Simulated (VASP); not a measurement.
# Ag (P6_3/mmc) in VASP: a series of runs

The runs below take Ag through single point, with PBEsol.

Program: VASP 6.6.1. These are calculated values, not measurements. Logs are shortened: lines on timing, memory, paths and dates and some standing lists are left out, and cuts for length are marked.

**1. The cell of the first run**

It takes space group P6_3/mmc (No. 194, hexagonal). The conventional cell has a = 2.871 Å, b = 2.871 Å, c = 9.058 Å, α = 90.00°, β = 90.00°, γ = 120.00°. Ag (site symmetry -6m2) has 12 Ag at 2.81 to 2.87 Å within 3.7 Å. Within 3.7 Å of Ag (site symmetry -3m) lie 12 Ag at 2.81 to 2.87 Å.

This isn't the form of Ag at room conditions, which is fcc.

**2. Single point, PBEsol (strain +0.000 along x and y, -0.030 along z)**

Contents of INCAR:

```
SYSTEM = Ag
PREC     = Accurate       ! precision mode
ENCUT    = 520            ! plane-wave cutoff, eV
EDIFF    = 1E-6           ! SCF threshold, eV
ISMEAR   = 0              ! smearing method
SIGMA    = 0.15           ! smearing width, eV
LREAL    = .FALSE.        ! projectors in reciprocal space
LASPH    = .TRUE.         ! aspherical terms in the spheres
NELM     = 100            ! most SCF steps
ALGO     = Fast           ! electronic algorithm
ISIF     = 2              ! what is computed and relaxed
LWAVE    = .FALSE.        ! write WAVECAR
LCHARG   = .TRUE.         ! write CHGCAR
GGA      = PS             ! functional
LELF     = .TRUE.         ! ELF
LVHAR    = .TRUE.       
NBANDS   = 30             ! bands
```

Contents of KPOINTS:

```
Automatic mesh
0
G
  18 18 6
  0 0 0
```

Contents of POSCAR:

```
Ag
1.0
    2.8709531734      0.0000000000      0.0000000000
   -1.4354765867      2.4863183812      0.0000000000
    0.0000000000      0.0000000000      9.0579171177
Ag
4
Direct
    0.3333333333      0.6666666667      0.2500000000
    0.6666666667      0.3333333333      0.7500000000
    0.0000000000      0.0000000000      0.0000000000
    0.0000000000      0.0000000000      0.5000000000
```

Potentials or basis: VASP PAW PBE potentials, release 64 (Ag).

Started as:

```sh
$ cat potpaw_PBE.64/Ag/POTCAR > POTCAR
$ mpirun -np 1 vasp_std > vasp.out
```

OUTCAR:

```text
SYSTEM = Ag
   PREC = Accurate
   ENCUT = 520
   EDIFF = 1E-6
   ISMEAR = 0
   LREAL = .FALSE.
   LASPH = .TRUE.
   NELM = 100
   ISIF = 2
   GGA = PS

 ion  position               nearest neighbor table
   1  0.333  0.667  0.250-   3 2.81   4 2.81   3 2.81   4 2.81   3 2.81   4 2.81
   2  0.667  0.333  0.750-   3 2.81   4 2.81   3 2.81   4 2.81   3 2.81   4 2.81
   3  0.000  0.000  0.000-   1 2.81   2 2.81   1 2.81   2 2.81   2 2.81   1 2.81
   4  0.000  0.000  0.500-   1 2.81   2 2.81   1 2.81   2 2.81   2 2.81   1 2.81

  LATTYP: Found a hexagonal cell.
 ALAT       =     2.8709531734
 C/A-ratio  =     3.1550208487

  Lattice vectors:

 A1 = (   2.8709531734,   0.0000000000,   0.0000000000)
 A2 = (  -1.4354765867,   2.4863183812,   0.0000000000)
 A3 = (   0.0000000000,   0.0000000000,   9.0579171177)

Analysis of symmetry for initial positions (statically):
=====================================================================
 Subroutine PRICEL returns:
 Original cell was already a primitive cell.

 Routine SETGRP: Setting up the symmetry group for a
 hexagonal supercell.

 Subroutine GETGRP returns: Found 24 space group operations
 (whereof 12 operations were pure point group operations)
 out of a pool of 24 trial point group operations.

The static configuration has the point symmetry D_3d.
 The point group associated with its full space group is D_6h.

Analysis of symmetry for dynamics (positions and initial velocities):
=====================================================================
 Subroutine PRICEL returns:
 Original cell was already a primitive cell.

 Routine SETGRP: Setting up the symmetry group for a
 hexagonal supercell.

 Subroutine GETGRP returns: Found 24 space group operations
 (whereof 12 operations were pure point group operations)
 out of a pool of 24 trial point group operations.

The dynamic configuration has the point symmetry D_3d.
 The point group associated with its full space group is D_6h.

 Subroutine INISYM returns: Found 24 space group operations
 (whereof 12 operations are pure point group operations),
 and found     1 'primitive' translations

----------------------------------------------------------------------------------------

                                     Primitive cell

  volume of cell :      64.6564

  direct lattice vectors                    reciprocal lattice vectors
     2.870953173  0.000000000  0.000000000     0.348316374  0.201100552  0.000000000
    -1.435476587  2.486318381  0.000000000     0.000000000  0.402201105  0.000000000
     0.000000000  0.000000000  9.057917118     0.000000000  0.000000000  0.110400657

  length of vectors
     2.870953173  2.870953173  9.057917118     0.402201105  0.402201105  0.110400657

  position of ions in fractional coordinates (direct lattice)
     0.333333333  0.666666667  0.250000000
     0.666666667  0.333333333  0.750000000
     0.000000000  0.000000000  0.000000000
     0.000000000  0.000000000  0.500000000

  ion indices of the primitive-cell ions
   primitive index   ion index
                 1           1
                 2           2
                 3           3
                 4           4

----------------------------------------------------------------------------------------

 KPOINTS: Automatic mesh

Automatic generation of k-mesh.
 Grid dimensions read from file:
 generate k-points for:   18   18    6

 Generating k-lattice:

  Cartesian coordinates                     Fractional coordinates (reciprocal lattice)
     0.019350910  0.011172253  0.000000000     0.055555556  0.000000000  0.000000000
     0.000000000  0.022344506  0.000000000     0.000000000  0.055555556  0.000000000
     0.000000000  0.000000000  0.018400109     0.000000000  0.000000000  0.166666667

  Length of vectors
     0.022344506  0.022344506  0.018400109

  Shift w.r.t. Gamma in fractional coordinates (k-lattice)
     0.000000000  0.000000000  0.000000000

 Subroutine IBZKPT returns following result:
 ===========================================

 Found    148 irreducible k-points:

 Following reciprocal coordinates:
            Coordinates               Weight
  0.000000  0.000000  0.000000      1.000000
  0.055556 -0.000000  0.000000      6.000000
  0.111111 -0.000000  0.000000      6.000000
  0.166667  0.000000  0.000000      6.000000
  0.222222 -0.000000  0.000000      6.000000
  0.277778 -0.000000  0.000000      6.000000
[... 16 lines left out ...]
  0.333333  0.111111  0.000000     12.000000
  0.388889  0.111111  0.000000     12.000000
 [... further k-points ...]
   k-points           NKPTS =    148   k-points in BZ     NKDIM =    148   number of bands    NBANDS=     30
   number of dos      NEDOS =    301   number of ions     NIONS =      4
   total plane-waves  NPLWV =  40320
   dimension x,y,z NGX =    24 NGY =   24 NGZ =   70
   dimension x,y,z NGXF=    48 NGYF=   48 NGZF=  140
   ions per type =               4
   NGX,Y,Z   is equivalent  to a cutoff of  13.90, 13.90, 12.85 a.u.
   NGXF,Y,Z  is equivalent  to a cutoff of  27.79, 27.79, 25.70 a.u.
 SYSTEM =  Ag
   PREC   = accura    normal or accurate (medium, high low for compatibility)
   ISTART =      0    job   : 0-new  1-cont  2-samecut
   ICHARG =      2    charge: 1-file 2-atom 10-const
   ISPIN  =      1    spin polarized calculation?
   LNONCOLLINEAR =      F non collinear calculations
   LSORBIT =      F    spin-orbit coupling
   LASPH  =      T    aspherical Exc in radial PAW
   ENCUT  =  520.0 eV  38.22 Ry    6.18 a.u.   5.34  5.34 16.84*2*pi/ulx,y,z
   NELM   =    100;   NELMIN=  2; NELMDL= -5     # of ELM steps
   EDIFF  = 0.1E-05   stopping-criterion for ELM
   LREAL  =      F    real-space projection
   EDIFFG = 0.1E-04   stopping-criterion for IOM
   NSW    =      0    number of steps for IOM
   IBRION =     -1    ionic relax: 0-MD 1-quasi-New 2-CG
   NFREE  =      0    steps in history (QN), initial steepest desc. (CG)
   ISIF   =      2    stress and relaxation
   ISYM   =      2    0-nonsym 1-usesym 2-fastsym
   POTIM  = 0.5000    time-step for ionic-motion
   TEBEG  =    0.0;   TEEND  =   0.0 temperature during run
   PSTRESS=    0.0 pullay stress
   NELECT =      44.0000    total number of electrons
   NUPDOWN=      -1.0000    fix difference up-down
   EMIN   =  10.00;   EMAX   =-10.00  energy-range for DOS
   EFERMI =   0.00;   METHOD = LEGACY
   ISMEAR =     0;   SIGMA  =   0.15  broadening in eV -4-tet -1-fermi 0-gaus
   EFERMI_NEDOS =   21; number of points for ismear=-14 and -15
   IALGO  =     68    algorithm
   IMIX   =      4    mixing-type and parameters
     AMIX     =   0.40;   BMIX     =  1.00
     AMIX_MAG =   1.60;   BMIX_MAG =  1.00
  volume/ion in A,a.u.               =      16.16       109.08
  Fermi-wavevector in a.u.,A,eV,Ry     =   1.439976  2.721161 28.212110  2.073532
  Thomas-Fermi vector in A             =   2.558772
   LORBIT       =      0    0 simple, 1 ext, 2 COOP (PROOUT), +10 PAW based schemes
   GGA     = PS    functional components
   LHFCALC =     F    Hartree Fock is set to
   AEXX    =    0.0000 exact exchange contribution
   IVDW    =     0    specifies the selected vdW correction
   LEPSILON=     F    determine dielectric tensor
   LRPA    =     F    only Hartree local field effects (RPA)
 non-spin polarized calculation
 RMM-DIIS sequential band-by-band and
 Gauss-broadening in eV      SIGMA  =   0.15
  energy-cutoff  :      520.00
  volume of cell :       64.66
 maximum number of plane-waves:      1774
 NGX is ok and might be reduce to    24
   NGX = 11   NGY = 11   NGZ = 33

 number of electron      43.9999992 magnetization

 Free energy of the ion-electron system (eV)
  ---------------------------------------------------
  ext. energy  EPLUGINS =         0.00000000
  ---------------------------------------------------
  free energy    TOTEN  =       -13.18830715 eV

  energy without entropy =      -13.17487398  energy(sigma->0) =      -13.18159056

 E-fermi :   8.9732     XC(G=0): -12.7323

 val. band max:        8.9719672291   @ k =   0.3889   0.0556   0.0000
 cond. band min:       8.9793208164   @ k =   0.3889   0.1111   0.3333
 fundamental gap:      0.0073535873
 Fermi energy:         8.9731575041

 k-point     1 :       0.0000    0.0000    0.0000
  band No.  band energies     occupation
      1       0.7609      2.00000
      2       2.2737      2.00000
      3       2.3186      2.00000
      4       2.3226      2.00000
      5       3.9431      2.00000
      6       3.9431      2.00000
[... 22 lines left out ...]
     29      24.5703      0.00000
     30      25.5242      0.00000

 k-point     2 :       0.0556   -0.0000    0.0000
  band No.  band energies     occupation
      1       0.8482      2.00000
      2       2.3263      2.00000
      3       2.3947      2.00000
      4       2.3973      2.00000
      5       3.9058      2.00000
      6       3.9142      2.00000
[... 22 lines left out ...]
     29      24.5425      0.00000
     30      25.2533      0.00000

 k-point     3 :       0.1111   -0.0000    0.0000
  band No.  band energies     occupation
      1       1.1028      2.00000
      2       2.4694      2.00000
      3       2.6045      2.00000
      4       2.6055      2.00000
      5       3.7070      2.00000
      6       3.8384      2.00000
[... 22 lines left out ...]
     29      24.2104      0.00000
     30      24.3868      0.00000

 k-point     4 :       0.1667    0.0000    0.0000
  band No.  band energies     occupation
      1       1.4984      2.00000
      2       2.6443      2.00000
      3       2.8667      2.00000
      4       2.8804      2.00000
      5       3.4677      2.00000
      6       3.6629      2.00000
[... 616 lines left out ...]
     29      18.9557      0.00000
     30      21.3889      0.00000

 k-point    23 :       0.3333    0.1111    0.0000
  band No.  band energies     occupation
      1       2.4734      2.00000
      2       2.4865      2.00000
      3       2.6322      2.00000
      4       3.1757      2.00000
      5       3.1962      2.00000
      6       3.3879      2.00000
[... 22 lines left out ...]
     29      18.3293      0.00000
     30      20.9256      0.00000

 k-point    24 :       0.3889    0.1111    0.0000
  band No.  band energies     occupation
      1       2.3726      2.00000
      2       2.4064      2.00000
      3       2.5469      2.00000
      4       3.0926      2.00000
      5       3.1480      2.00000
      6       3.3606      2.00000
[... 22 lines left out ...]
     29      17.9127      0.00000
     30      19.5422      0.00000

 [... further k-points ...]

------------------------ aborting loop because EDIFF is reached ----------------------------------------

  FORCE on cell =-STRESS in cart. coord.  units (eV):
  Direction    XX          YY          ZZ          XY          YZ          ZX
  --------------------------------------------------------------------------------------
  -------------------------------------------------------------------------------------
  Total        1.0171682      1.0171682      2.7742365      0.0000000      0.0000000      0.0000000
  in kB       25.2053171     25.2053171     68.7452770      0.0000000      0.0000000      0.0000000
  external PRESSURE =      39.7186371 kB  Pullay stress =       0.0000000 kB

 VOLUME and BASIS-vectors are now :
 -----------------------------------------------------------------------------
  energy-cutoff  :      520.00
  volume of cell :       64.66
      direct lattice vectors                 reciprocal lattice vectors
     2.870953173  0.000000000  0.000000000     0.348316374  0.201100552  0.000000000
    -1.435476587  2.486318381  0.000000000     0.000000000  0.402201105  0.000000000
     0.000000000  0.000000000  9.057917118     0.000000000  0.000000000  0.110400657

 POSITION                                       TOTAL-FORCE (eV/Angst)
 -----------------------------------------------------------------------------------
     -0.00000      1.65755      2.26448        -0.000000      0.000000      0.000000
      1.43548      0.82877      6.79344         0.000000     -0.000000      0.000000
      0.00000      0.00000      0.00000         0.000000      0.000000      0.000000
      0.00000      0.00000      4.52896         0.000000      0.000000      0.000000
 -----------------------------------------------------------------------------------
    total drift:                               -0.000000      0.000000      0.000000

  FREE ENERGIE OF THE ION-ELECTRON SYSTEM (eV)
  ---------------------------------------------------
  free  energy   TOTEN  =       -13.1883071503 eV

  energy  without entropy=      -13.1748739783  energy(sigma->0) =      -13.18159056
```

Wall time 1.8 min (1 thread of Intel Xeon 6975P-C (Granite Rapids), shared host); peak memory 0.34 GiB.

Results:

```
Free energy            : -13.1883 eV
Pressure               : 4.0 GPa
Band gap on the k mesh : zero (bands 22 and 23 overlap by 6.45 eV)
```

Levels at points of the mesh, in eV from the Fermi level:
```
           k point  band 19  band 20  band 21  band 22  band 23  band 24  band 25  band 26
(0.00, 0.00, 0.00)    -3.74    -3.41    -3.41    -2.95    -2.95    -0.30     4.40    12.27
(0.50, 0.00, 0.00)    -2.74    -2.74    -0.41     0.59     0.98     1.52     4.52     4.62
(0.00, 0.00, 0.50)    -3.15    -3.15    -3.15    -3.15    -2.46    -2.46     7.41     7.41
(0.50, 0.00, 0.50)    -2.84    -2.84     0.11     0.11     1.35     1.35     5.00     5.00
```

Caveat: the cell differs from its parent crystal (strain +0.000 along x and y, -0.030 along z); the cell stands under pressure; the PAW data sets were made with another functional, which shifts forces and pressure a little.

[end of part 1 of 2]

The gap in the log of VASP goes by the Fermi energy; the results here count the filled bands.